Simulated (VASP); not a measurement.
# La (Pm-3m) in VASP: single point with r2SCAN

Aim: the single point of La with r2SCAN.

Program: VASP 6.6.1. These are calculated values, not measurements. Logs are shortened: lines on timing, memory, paths and dates and some standing lists are left out, and cuts for length are marked.

## 1. The cell of the first run

Symmetry: Pm-3m, No. 221, cubic system. The conventional cell has a = 3.352 Å, b = 3.352 Å, c = 3.352 Å, α = 90.00°, β = 90.00°, γ = 90.00°. Within 4.4 Å of La (site symmetry m-3m) lie 6 La at 3.35 Å.

This isn't the form of La at room conditions, which is double hcp.

## 2. Single point, r2SCAN, collinear spin

POSCAR reads:

```
La
1.0
    3.3521271267      0.0000000000      0.0000000000
    0.0000000000      3.3521271267      0.0000000000
    0.0000000000      0.0000000000      3.3521271267
La
1
Direct
    0.0000000000      0.0000000000      0.0000000000
```

INCAR.step1 reads:

```
SYSTEM = La
ALGO = Normal
EDIFF = 1E-4
ENCUT = 520
GGA = PE
ISMEAR = -1
ISPIN = 2
LASPH = .TRUE.
LCHARG = .FALSE.
LMAXMIX = 6
LREAL = .FALSE.
LWAVE = .TRUE.
MAGMOM = 0.426
NBANDS = 16
NELM = 150
PREC = Accurate
SIGMA = 0.05
```

INCAR.step2 reads:

```
SYSTEM = La
ALGO = Normal
EDIFF = 1E-6
ENCUT = 520
ISIF = 2
ISMEAR = -1
ISPIN = 2
ISTART = 1
LASPH = .TRUE.
LCHARG = .TRUE.
LELF = .TRUE.
LMAXMIX = 6
LMIXTAU = .TRUE.
LORBIT = 11
LREAL = .FALSE.
LVHAR = .TRUE.
LWAVE = .FALSE.
MAGMOM = 0.426
METAGGA = R2SCAN
NBANDS = 16
NELM = 150
PREC = Accurate
SIGMA = 0.05
```

KPOINTS reads:

```
k-points
0
G
  15 15 15
  0 0 0
```

Potentials or basis: VASP PAW PBE potentials, release 64 (La).

The run is started by

```sh
$ cat potpaw_PBE.64/La/POTCAR > POTCAR
$ cp INCAR.step1 INCAR
$ mpirun -np 1 vasp_std > vasp.out
$ cp INCAR.step2 INCAR
$ mpirun -np 1 vasp_std > vasp.out
```

OUTCAR:

```text
SYSTEM = La
   EDIFF = 1E-6
   ENCUT = 520
   ISIF = 2
   ISMEAR = -1
   ISPIN = 2
   ISTART = 1
   LASPH = .TRUE.
   LORBIT = 11
   LREAL = .FALSE.
   METAGGA = R2SCAN
   NELM = 150
   PREC = Accurate

 ion  position               nearest neighbor table
   1  0.000  0.000  0.000-

  LATTYP: Found a simple cubic cell.
 ALAT       =     3.3521271267

  Lattice vectors:

 A1 = (   3.3521271267,   0.0000000000,   0.0000000000)
 A2 = (   0.0000000000,   3.3521271267,   0.0000000000)
 A3 = (   0.0000000000,   0.0000000000,   3.3521271267)

Analysis of symmetry for initial positions (statically):
=====================================================================
 Subroutine PRICEL returns:
 Original cell was already a primitive cell.

 Routine SETGRP: Setting up the symmetry group for a
 simple cubic supercell.

 Subroutine GETGRP returns: Found 48 space group operations
 (whereof 48 operations were pure point group operations)
 out of a pool of 48 trial point group operations.

The static configuration has the point symmetry O_h .

Analysis of symmetry for dynamics (positions and initial velocities):
=====================================================================
 Subroutine PRICEL returns:
 Original cell was already a primitive cell.

 Routine SETGRP: Setting up the symmetry group for a
 simple cubic supercell.

 Subroutine GETGRP returns: Found 48 space group operations
 (whereof 48 operations were pure point group operations)
 out of a pool of 48 trial point group operations.

The dynamic configuration has the point symmetry O_h .

Analysis of structural, dynamic, and magnetic symmetry:
=====================================================================
 Subroutine PRICEL returns:
 Original cell was already a primitive cell.

 Routine SETGRP: Setting up the symmetry group for a
 simple cubic supercell.

 Subroutine GETGRP returns: Found 48 space group operations
 (whereof 48 operations were pure point group operations)
 out of a pool of 48 trial point group operations.

The overall configuration has the point symmetry O_h .

 Subroutine INISYM returns: Found 48 space group operations
 (whereof 48 operations are pure point group operations),
 and found     1 'primitive' translations

----------------------------------------------------------------------------------------

                                     Primitive cell

  volume of cell :      37.6670

  direct lattice vectors                    reciprocal lattice vectors
     3.352127127  0.000000000  0.000000000     0.298318042  0.000000000  0.000000000
     0.000000000  3.352127127  0.000000000     0.000000000  0.298318042  0.000000000
     0.000000000  0.000000000  3.352127127     0.000000000  0.000000000  0.298318042

  length of vectors
     3.352127127  3.352127127  3.352127127     0.298318042  0.298318042  0.298318042

  position of ions in fractional coordinates (direct lattice)
     0.000000000  0.000000000  0.000000000

  ion indices of the primitive-cell ions
   primitive index   ion index
                 1           1

----------------------------------------------------------------------------------------

 KPOINTS: k-points

Automatic generation of k-mesh.
 Grid dimensions read from file:
 generate k-points for:   15   15   15

 Generating k-lattice:

  Cartesian coordinates                     Fractional coordinates (reciprocal lattice)
     0.019887869  0.000000000  0.000000000     0.066666667  0.000000000  0.000000000
     0.000000000  0.019887869  0.000000000     0.000000000  0.066666667  0.000000000
     0.000000000  0.000000000  0.019887869     0.000000000  0.000000000  0.066666667

  Length of vectors
     0.019887869  0.019887869  0.019887869

  Shift w.r.t. Gamma in fractional coordinates (k-lattice)
     0.000000000  0.000000000  0.000000000

 Subroutine IBZKPT returns following result:
 ===========================================

 Found    120 irreducible k-points:

 Following reciprocal coordinates:
            Coordinates               Weight
  0.000000  0.000000  0.000000      1.000000
  0.066667  0.000000  0.000000      6.000000
  0.133333  0.000000  0.000000      6.000000
  0.200000  0.000000  0.000000      6.000000
  0.266667  0.000000  0.000000      6.000000
  0.333333  0.000000  0.000000      6.000000
[... 16 lines left out ...]
  0.266667  0.200000  0.000000     24.000000
  0.333333  0.200000  0.000000     24.000000
 [... further k-points ...]
   k-points           NKPTS =    120   k-points in BZ     NKDIM =    120   number of bands    NBANDS=     16
   number of dos      NEDOS =    301   number of ions     NIONS =      1
   total plane-waves  NPLWV =  21952
   dimension x,y,z NGX =    28 NGY =   28 NGZ =   28
   dimension x,y,z NGXF=    56 NGYF=   56 NGZF=   56
   ions per type =               1
   NGX,Y,Z   is equivalent  to a cutoff of  13.89, 13.89, 13.89 a.u.
   NGXF,Y,Z  is equivalent  to a cutoff of  27.77, 27.77, 27.77 a.u.
 SYSTEM =  La
   PREC   = accura    normal or accurate (medium, high low for compatibility)
   ISTART =      1    job   : 0-new  1-cont  2-samecut
   ICHARG =      0    charge: 1-file 2-atom 10-const
   ISPIN  =      2    spin polarized calculation?
   LNONCOLLINEAR =      F non collinear calculations
   LSORBIT =      F    spin-orbit coupling
   LASPH  =      T    aspherical Exc in radial PAW
   ENCUT  =  520.0 eV  38.22 Ry    6.18 a.u.   6.23  6.23  6.23*2*pi/ulx,y,z
   NELM   =    150;   NELMIN=  2; NELMDL=  0     # of ELM steps
   EDIFF  = 0.1E-05   stopping-criterion for ELM
   LREAL  =      F    real-space projection
   EDIFFG = 0.1E-04   stopping-criterion for IOM
   NSW    =      0    number of steps for IOM
   IBRION =     -1    ionic relax: 0-MD 1-quasi-New 2-CG
   NFREE  =      0    steps in history (QN), initial steepest desc. (CG)
   ISIF   =      2    stress and relaxation
   ISYM   =      2    0-nonsym 1-usesym 2-fastsym
   POTIM  = 0.5000    time-step for ionic-motion
   TEBEG  =    0.0;   TEEND  =   0.0 temperature during run
   PSTRESS=    0.0 pullay stress
   NELECT =      11.0000    total number of electrons
   NUPDOWN=      -1.0000    fix difference up-down
   EMIN   =  10.00;   EMAX   =-10.00  energy-range for DOS
   EFERMI =   0.00;   METHOD = LEGACY
   ISMEAR =    -1;   SIGMA  =   0.05  broadening in eV -4-tet -1-fermi 0-gaus
   EFERMI_NEDOS =   21; number of points for ismear=-14 and -15
   IALGO  =     38    algorithm
   IMIX   =      4    mixing-type and parameters
     AMIX     =   0.40;   BMIX     =  1.00
     AMIX_MAG =   1.60;   BMIX_MAG =  1.00
  volume/ion in A,a.u.               =      37.67       254.19
  Fermi-wavevector in a.u.,A,eV,Ry     =   1.086139  2.052504 16.050753  1.179697
  Thomas-Fermi vector in A             =   2.222268
   LORBIT       =     11    0 simple, 1 ext, 2 COOP (PROOUT), +10 PAW based schemes
   METAGGA = R2SCAN    functional components
   LHFCALC =     F    Hartree Fock is set to
   AEXX    =    0.0000 exact exchange contribution
   IVDW    =     0    specifies the selected vdW correction
   LEPSILON=     F    determine dielectric tensor
   LRPA    =     F    only Hartree local field effects (RPA)
 spin polarized calculation
  energy-cutoff  :      520.00
  volume of cell :       37.67
 maximum number of plane-waves:      1028
 NGX is ok and might be reduce to    28
   NGX = 13   NGY = 13   NGZ = 13

 number of electron      10.9999998 magnetization       0.6642526

 Free energy of the ion-electron system (eV)
  ---------------------------------------------------
  ext. energy  EPLUGINS =         0.00000000
  ---------------------------------------------------
  free energy    TOTEN  =       -29.29715165 eV

  energy without entropy =      -29.28581906  energy(sigma->0) =      -29.29148535

 E-fermi :   7.7572     XC(G=0): -10.0616

 val. band max:        7.7553625255   @ k =   0.4667   0.1333   0.1333
 cond. band min:       7.7622425152   @ k =   0.4667   0.3333   0.2667
 fundamental gap:      0.0068799898
 Fermi energy:         7.7571647020

 spin component 1

 k-point     1 :       0.0000    0.0000    0.0000
  band No.  band energies     occupation
      1     -26.7564      1.00000
      2      -9.0688      1.00000
      3      -9.0688      1.00000
      4      -9.0688      1.00000
      5       4.6087      1.00000
      6       6.1075      1.00000
[... 8 lines left out ...]
     15      14.1840      0.00000
     16      14.1840      0.00000
[... 419 lines left out ...]
 k-point    24 :       0.3333    0.2000    0.0000
  band No.  band energies     occupation
      1     -26.4960      1.00000
      2     -10.4819      1.00000
      3      -9.6347      1.00000
      4      -8.8655      1.00000
      5       6.5407      1.00000
      6       7.3558      0.99967
[... 8 lines left out ...]
     15      11.6314      0.00000
     16      11.6785      0.00000

 [... further k-points ...]

 spin component 2

 k-point     1 :       0.0000    0.0000    0.0000
  band No.  band energies     occupation
      1     -26.5212      1.00000
      2      -8.8262      1.00000
      3      -8.8262      1.00000
      4      -8.8262      1.00000
      5       4.8511      1.00000
      6       7.2780      0.99993
[... 8 lines left out ...]
     15      14.3555      0.00000
     16      14.3555      0.00000
[... 419 lines left out ...]
 k-point    24 :       0.3333    0.2000    0.0000
  band No.  band energies     occupation
      1     -26.2849      1.00000
      2     -10.0987      1.00000
      3      -9.3184      1.00000
      4      -8.6273      1.00000
      5       6.9241      1.00000
      6       8.0893      0.00130
[... 8 lines left out ...]
     15      11.9109      0.00000
     16      11.9682      0.00000

 [... further k-points ...]

------------------------ aborting loop because EDIFF is reached ----------------------------------------

  FORCE on cell =-STRESS in cart. coord.  units (eV):
  Direction    XX          YY          ZZ          XY          YZ          ZX
  --------------------------------------------------------------------------------------
  -------------------------------------------------------------------------------------
  Total       -0.0640584     -0.0640584     -0.0640584      0.0000000      0.0000000     -0.0000000
  in kB       -2.7247419     -2.7247419     -2.7247419      0.0000000      0.0000000     -0.0000000
  external PRESSURE =      -2.7247419 kB  Pullay stress =       0.0000000 kB

 VOLUME and BASIS-vectors are now :
 -----------------------------------------------------------------------------
  energy-cutoff  :      520.00
  volume of cell :       37.67
      direct lattice vectors                 reciprocal lattice vectors
     3.352127127  0.000000000  0.000000000     0.298318042  0.000000000  0.000000000
     0.000000000  3.352127127  0.000000000     0.000000000  0.298318042  0.000000000
     0.000000000  0.000000000  3.352127127     0.000000000  0.000000000  0.298318042

 POSITION                                       TOTAL-FORCE (eV/Angst)
 -----------------------------------------------------------------------------------
      0.00000      0.00000      0.00000         0.000000      0.000000      0.000000
 -----------------------------------------------------------------------------------
    total drift:                                0.000000      0.000000      0.000000

  FREE ENERGIE OF THE ION-ELECTRON SYSTEM (eV)
  ---------------------------------------------------
  free  energy   TOTEN  =       -29.2971516456 eV

  energy  without entropy=      -29.2858190641  energy(sigma->0) =      -29.29148535

 total charge

# of ion       s       p       d       f       tot
--------------------------------------------------
    1        2.020   5.567   0.992   0.103   8.682

 magnetization (x)

# of ion       s       p       d       f       tot
--------------------------------------------------
    1        0.017  -0.008   0.353   0.032   0.394
```

Wall time 11 min (1 thread of AMD EPYC 9R45 (Zen 5), shared host); peak memory 0.26 GiB.

What came out:

* Free energy: -29.2972 eV
* Pressure: -0.3 GPa
* Net moment: 0.66 μB per cell
* Site moments: La +0.39 μB
* Valence electrons inside the program's atomic spheres: La 8.68

Caveat: the PAW data sets were made with another functional, which shifts forces and pressure a little; spin-orbit coupling is left out, which moves the levels of the heavy elements.
